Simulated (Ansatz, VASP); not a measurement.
One calculation of BiTe, two programs

Contents of INCAR:

```
SYSTEM = BiTe
PREC = Accurate ; ENCUT = 520
EDIFF = 1E-6 ; ISMEAR = 0
SIGMA = 0.15 ; LREAL = .False.
LASPH = .True. ; NELM = 60
ALGO = Normal ; ISIF = 2
LWAVE = .False. ; LCHARG = .False.
NBANDS = 18
```

The input KPOINTS:

```
Automatic mesh
0
Gamma
  14 14 14
  0 0 0
```

File POSCAR:

```
BiTe
1.0
    0.7885462640      3.6734716200      3.6734716200
    3.6734716200      0.7885462640      3.6734716200
    3.6734716200      3.6734716200      0.7885462640
Bi Te
1 1
Direct
    0.0000000000      0.0000000000      0.0000000000
    0.5000000000      0.5000000000      0.5000000000
```

Input for Ansatz:

```yaml
crystal:
  lattice:
    - [0.788546264, 3.67347162, 3.67347162]
    - [3.67347162, 0.788546264, 3.67347162]
    - [3.67347162, 3.67347162, 0.788546264]
  atoms:
    - { symbol: Bi, position: [0.0, 0.0, 0.0] }
    - { symbol: Te, position: [0.5, 0.5, 0.5] }
basis:
  ecutwfc: 420
kpoints:
  mp_grid: { grid: [14, 14, 14] }
hamiltonian:
  xc: lda
scf:
  occupations: { method: gaussian, width: 0.15 }
output:
  forces: true
  stress: true
  eigenvalues: true
```

Alike in both runs: task single point; functional LDA; k mesh 14 × 14 × 14; occupations gaussian, width 0.15 eV; no spin polarisation.

|  | VASP | Ansatz |
| --- | --- | --- |
| version | VASP 6.6.1 | Ansatz 0.2.0 |
| potentials or method | VASP PAW LDA potentials, release 64 (Bi_d, Te), cutoff 520 eV | scalar-relativistic, plane waves, PAW |
| valence electrons in the cell | 21 | 31 |

|  | VASP | Ansatz | Ansatz less VASP |
| --- | --- | --- | --- |
| gap on the k mesh at the Fermi level (eV) | none | none | - |
| pressure (GPa) | -5.3 | -5.5 | -0.23 |
| traceless stress, the component that is largest in VASP (GPa) | -2.28 | -2.29 | -0.014 |

LDA's correlation is that of Perdew and Zunger in VASP and of Perdew and Wang (1992) in Ansatz. A gap of «none» marks a metal or a gap that the smearing closes. VASP's potentials hold 21 valence electrons a cell and Ansatz's 31, so a difference there can come from the potentials and not from the codes.

Spin-orbit coupling is off throughout.
